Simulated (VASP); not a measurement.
Input of a VASP 6.6.1 run:

The input POSCAR:

```
BP
1.0
    0.0000000000      2.2988586873      2.2988586873
    2.2988586873      0.0000000000      2.2988586873
    2.2988586873      2.2988586873      0.0000000000
P B
1 1
Direct
    0.7500000000      0.7500000000      0.7500000000
    0.0000000000      0.0000000000      0.0000000000
```

Contents of INCAR.step1:

```
SYSTEM = BP
PREC = Accurate
ENCUT = 520
ISMEAR = -1
SIGMA = 0.05
LREAL = .False.
LASPH = .True.
NELM = 60
NBANDS = 11
GGA = PE
ALGO = Normal
EDIFF = 1E-4
LWAVE = .True.
LCHARG = .False.
```

The input INCAR.step2:

```
SYSTEM = BP
PREC = Accurate
ENCUT = 520
EDIFF = 1E-6
ISMEAR = -1
SIGMA = 0.05
LREAL = .False.
LASPH = .True.
NELM = 60
ALGO = Normal
ISIF = 2
LWAVE = .False.
LCHARG = .False.
METAGGA = R2SCAN
LMIXTAU = .True.
IVDW = 13
VDW_S6 = 1.0
VDW_S8 = 0.6018749
VDW_A1 = 0.51559235
VDW_A2 = 5.77342911
NBANDS = 11
ISTART = 1
```

Contents of KPOINTS:

```
Automatic mesh
0
Gamma
  10 10 10
  0 0 0
```

Potentials or basis: VASP PAW PBE potentials, release 64 (P, B).

Launch:

```bash
$ cat potpaw_PBE.64/P/POTCAR potpaw_PBE.64/B/POTCAR > POTCAR
$ cp INCAR.step1 INCAR
$ mpirun -np 1 vasp_std > vasp.out
$ cp INCAR.step2 INCAR
$ mpirun -np 1 vasp_std > vasp.out
```

**Question.** What does it give for the dispersion energy per atom?

**Answer.** -0.128 eV.

**Question.** Estimate the pressure.

**Answer.** -8.4 GPa.

**Question.** Predict the band gap on the k mesh.

**Answer.** 1.50 eV, indirect (least direct gap 3.58 eV).

Caveat: the PAW data sets were made with another functional, which shifts forces and pressure a little. r2SCAN opens gaps a little over a GGA but as a rule still falls short of measured ones.
